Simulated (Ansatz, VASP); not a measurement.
## One calculation of Ta, two programs

File INCAR:

```
ALGO = Fast
EDIFF = 1E-6
ENCUT = 520
GGA = PE
ISIF = 2
ISMEAR = 0
LASPH = T
LCHARG = T
LELF = T
LREAL = F
LVHAR = T
LWAVE = F
NBANDS = 12
NELM = 100
PREC = Accurate
SIGMA = 0.15
```

The input KPOINTS:

```
k-points
0
Gamma
  20 20 20
```

Contents of POSCAR:

```
Ta
1.0
   -1.7833824000      1.7833824000      1.5852288000
    1.7833824000     -1.7833824000      1.5852288000
    1.7833824000      1.7833824000     -1.5852288000
Ta
1
Direct
    0.0000000000      0.0000000000      0.0000000000
```

Input for Ansatz:

```yaml
crystal:
  lattice:
    - [-1.7833824, 1.7833824, 1.5852288]
    - [1.7833824, -1.7833824, 1.5852288]
    - [1.7833824, 1.7833824, -1.5852288]
  atoms:
    - { symbol: Ta, position: [0.0, 0.0, 0.0] }
basis:
  ecutwfc: 420
kpoints:
  mp_grid: { grid: [20, 20, 20] }
hamiltonian:
  xc: pbe
scf:
  occupations: { method: gaussian, width: 0.15 }
output:
  forces: true
  stress: true
  eigenvalues: true
```

Change from the starting cell: strain +0.080 along x and y, -0.040 along z, atoms carried along.

Alike in both runs: task single point; functional PBE; k mesh 20 × 20 × 20; occupations gaussian, width 0.15 eV; no spin polarisation.

|  | VASP | Ansatz |
| --- | --- | --- |
| version | VASP 6.6.1 | Ansatz 0.2.0 |
| potentials or method | VASP PAW PBE potentials, release 64 (Ta_pv), cutoff 520 eV | scalar-relativistic, plane waves, PAW |
| valence electrons in the cell | 11 | 13 |

Ansatz gave:

| Item | Value |
| --- | --- |
| gap on the k mesh at the Fermi level (eV) | none |
| pressure (GPa) | -14.8 |
| traceless stress, the component that is largest in VASP (GPa) | 2.97 |

Problem. What did VASP give for the same quantities?

Solution. gap on the k mesh at the Fermi level (eV): none; pressure (GPa): -14.9; traceless stress, the component that is largest in VASP (GPa): 2.94.

A gap of «none» marks a metal or a gap that the smearing closes. VASP's potentials hold 11 valence electrons a cell and Ansatz's 13, so a difference there can come from the potentials and not from the codes.

Spin-orbit coupling is off throughout.
